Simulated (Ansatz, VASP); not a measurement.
## Mo3H2: VASP beside Ansatz

```xyz
5
Lattice="4.3166 0.0000 0.0000 -2.1583 3.7382 0.0000 0.0000 0.0000 3.4282" Properties=species:S:1:pos:R:3 pbc="T T T"
H     0.0000    2.4922    0.6585
H     2.1583    1.2461    2.7696
Mo    0.0000    0.0000    0.0000
Mo    0.0000    2.4922    2.3736
Mo    2.1583    1.2461    1.0546
```

Alike in both runs: functional PBE; k mesh 12 × 12 × 12; occupations gaussian, width 0.1 eV; no spin polarisation.

Ansatz relaxed the structure, and its values are those at the end. VASP's run is a single point on that final structure, the one shown.

|  | VASP | Ansatz |
| --- | --- | --- |
| version | VASP 6.6.1 | Ansatz 0.2.0 |
| potentials or method | VASP PAW PBE potentials, release 64 (H, Mo_sv), cutoff 520 eV | scalar-relativistic, plane waves, PAW |
| valence electrons in the cell | 44 | 44 |

VASP gave:

```
gap on the k mesh at the Fermi level (eV) : none
pressure (GPa)                            : 0.3
```

Question: What did Ansatz give for the same quantities?

Answer: gap on the k mesh at the Fermi level (eV): none; pressure (GPa): 0.0.

A gap of «none» marks a metal or a gap that the smearing closes. With one functional, cell and mesh, what is left measures potentials, basis and numerics.
